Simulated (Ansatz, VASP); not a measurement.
## One calculation of B, two programs

INCAR

```
SYSTEM = B
ALGO = Normal
EDIFF = 1E-6
ENCUT = 520
GGA = PS
ISIF = 2
ISMEAR = 0
LASPH = .True.
LCHARG = .False.
LREAL = .False.
LWAVE = .False.
NBANDS = 8
NELM = 60
PREC = Accurate
SIGMA = 0.15
```

The input KPOINTS:

```
k-points
0
Gamma
  33 33 14
  0 0 0
```

Contents of POSCAR:

```
B
1.0
    1.7024335758      0.0000000000      0.0000000000
   -0.8512167879      1.4743507249      0.0000000000
    0.0000000000      0.0000000000      3.7081313070
B
1
Direct
    0.0000000000      0.0000000000      0.0000000000
```

Input for Ansatz:

```yaml
crystal:
  lattice:
    - [1.7024335758, 0.0, 0.0]
    - [-0.8512167879, 1.4743507249, 0.0]
    - [0.0, 0.0, 3.708131307]
  atoms:
    - { symbol: B, position: [0.0, 0.0, 0.0] }
basis:
  ecutwfc: 420
kpoints:
  mp_grid: { grid: [33, 33, 14] }
hamiltonian:
  xc: pbesol
scf:
  occupations: { method: gaussian, width: 0.15 }
output:
  forces: true
  stress: true
  eigenvalues: true
```

Change from the starting cell: strain +0.0200 x Voigt [0, 0, 1, 0, 0, 0], atoms carried along.

Alike in both runs: task single point; functional PBEsol; k mesh 33 × 33 × 14; occupations gaussian, width 0.15 eV; no spin polarisation.

```csv
,VASP,Ansatz
version,VASP 6.6.1,Ansatz 0.2.0
potentials or method,"VASP PAW PBE potentials, release 64 (B), cutoff 520 eV","scalar-relativistic, plane waves, PAW"
valence electrons in the cell,3,3
```

```tsv
	VASP	Ansatz	Ansatz less VASP
gap on the k mesh at the Fermi level (eV)	none	none	-
pressure (GPa)	1.6	1.4	-0.20
traceless stress, the component that is largest in VASP (GPa)	-2.58	-2.30	+0.280
```

VASP's potentials were made for PBE, not for PBEsol. A gap of «none» marks a metal or a gap that the smearing closes.
